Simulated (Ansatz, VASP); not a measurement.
## Pd: VASP beside Ansatz

```
Pd
1.0
    -3.44200    3.44200    3.44200
     3.44200   -3.44200    3.44200
     3.44200    3.44200   -3.44200
Pd
8
Direct
  0.23240 0.23240 0.23240
  0.50000 0.00000 0.26760
  0.26760 0.50000 0.00000
  0.00000 0.26760 0.50000
  0.76760 0.76760 0.76760
  0.50000 0.00000 0.73240
  0.73240 0.50000 0.00000
  0.00000 0.73240 0.50000
```

Alike in both runs: functional PBE; k mesh 4 × 4 × 4; occupations gaussian, width 0.1 eV; no spin polarisation.

Ansatz relaxed the structure, and its values are those at the end. VASP's run is a single point on that final structure, the one shown.

```csv
,VASP,Ansatz
version,VASP 6.6.1,Ansatz 0.2.0
potentials or method,"VASP PAW PBE potentials, release 64 (Pd), cutoff 520 eV","scalar-relativistic, plane waves, PAW"
valence electrons in the cell,80,144
```

VASP gave:

| Item | Value |
| --- | --- |
| gap on the k mesh at the Fermi level (eV) | none |
| pressure (GPa) | -0.1 |

Q: What did Ansatz give for the same quantities?

A: gap on the k mesh at the Fermi level (eV): none; pressure (GPa): 0.3.

A gap of «none» marks a metal or a gap that the smearing closes. With one functional, cell and mesh, what is left measures potentials, basis and numerics. VASP's potentials hold 80 valence electrons a cell and Ansatz's 144, so a difference there can come from the potentials and not from the codes.
